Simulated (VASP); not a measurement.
A run of VASP 6.6.1 is set up as follows.

The input POSCAR:

```
WSe2
1.0
    3.3144241466      0.0000000000      0.0000000000
   -1.6572120733      2.8703755099      0.0000000000
    0.0000000000      0.0000000000     29.8000909728
W Se
3 6
Direct
    0.6666666667      0.3333333333      0.0016778472
    0.3333333333      0.6666666667      0.7691005974
    0.3333333333      0.6666666667      0.2292215386
    0.3333333333      0.6666666667      0.0574433170
    0.6666666667      0.3333333333      0.8248920548
    0.6666666667      0.3333333333      0.2849551137
    0.3333333333      0.6666666667      0.9458962652
    0.6666666667      0.3333333333      0.7133576069
    0.6666666667      0.3333333333      0.1734556814
```

Contents of INCAR.step1:

```
PREC = Accurate
ENCUT = 520
ISMEAR = 0
SIGMA = 0.05
LREAL = F
LASPH = T
NELM = 60
NBANDS = 49
GGA = PE
ALGO = Normal
EDIFF = 1E-4
LWAVE = T
LCHARG = F
```

INCAR.step2

```
PREC = Accurate
ENCUT = 520
EDIFF = 1E-6
ISMEAR = 0
SIGMA = 0.05
LREAL = F
LASPH = T
NELM = 60
ALGO = Normal
ISIF = 2
LWAVE = F
LCHARG = T
METAGGA = R2SCAN
LMIXTAU = T
LELF = T
LVHAR = T
NBANDS = 49
ISTART = 1
```

KPOINTS

```
Automatic mesh
0
Gamma
  12 12 1
```

Potentials or basis: VASP PAW PBE potentials, release 64 (W_sv, Se).

Launch:

```bash
$ cat potpaw_PBE.64/W_sv/POTCAR potpaw_PBE.64/Se/POTCAR > POTCAR
$ cp INCAR.step1 INCAR
$ mpirun -np 1 vasp_std > vasp.out
$ cp INCAR.step2 INCAR
$ mpirun -np 1 vasp_std > vasp.out
```

Question: Predict the band gap on the k mesh.

Answer: 1.50 eV (least direct gap 1.60 eV).

Question: Predict the largest force.

Answer: 0.045 eV/Å.

Forces in eV/Å, atoms in the order of the input:
```
W    0.000  0.000 -0.014
W    0.000  0.000  0.006
W    0.000  0.000  0.008
Se   0.000  0.000  0.033
Se   0.000  0.000  0.042
Se   0.000  0.000  0.045
Se   0.000  0.000 -0.045
Se   0.000  0.000 -0.038
Se   0.000  0.000 -0.036
```

Caveat: the cell differs from its parent crystal (atoms displaced along a vibrational mode); the PAW data sets were made with another functional, which shifts forces and pressure a little; spin-orbit coupling is left out, which moves the levels of the heavy elements.
